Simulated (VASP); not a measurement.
A run of VASP 6.6.1 is set up as follows.

INCAR

```
PREC = Accurate
ENCUT = 520
EDIFF = 1E-7
ISMEAR = 0
SIGMA = 0.1
LREAL = False
LASPH = True
NELM = 80
ALGO = Normal
ISIF = 2
LWAVE = False
LCHARG = False
GGA = PE
NBANDS = 41
```

KPOINTS

```
Automatic mesh
0
Gamma
  4 4 2
```

The input POSCAR:

```
AlGa3P4
1.0
    3.9088869220     -0.0000228318     -0.0000713181
   -0.0000074833      3.9158624037      0.0002148088
    0.0013601613      0.0003936353     10.9287728258
Al Ga P
1 3 4
Direct
    0.4995561184      0.4999252756      0.4998451607
    1.0003025603      0.0000238755      0.7497945958
    0.4999641211      0.4999603443      0.9998920827
    0.0002764260      0.0000247651      0.2500001502
    0.5000806637     -0.0000103228      0.8750927141
   -0.0002013249      0.5000519893      0.1251035951
    0.5002785849     -0.0000195833      0.3758864540
    0.9997428504      0.5000436564      0.6243852476
```

Potentials or basis: VASP PAW PBE potentials, release 64 (Al, Ga_d, P).

Run with:

```console
$ cat potpaw_PBE.64/Al/POTCAR potpaw_PBE.64/Ga_d/POTCAR potpaw_PBE.64/P/POTCAR > POTCAR
$ mpirun -np 1 vasp_std > vasp.out
```

(1) What does it give for the band gap on the k mesh?

(2) Estimate the pressure.

(3) What does it give for the largest force?

Results:

(1) 1.57 eV (least direct gap 1.62 eV).

(2) -0.1 GPa.

(3) 0.024 eV/Å.
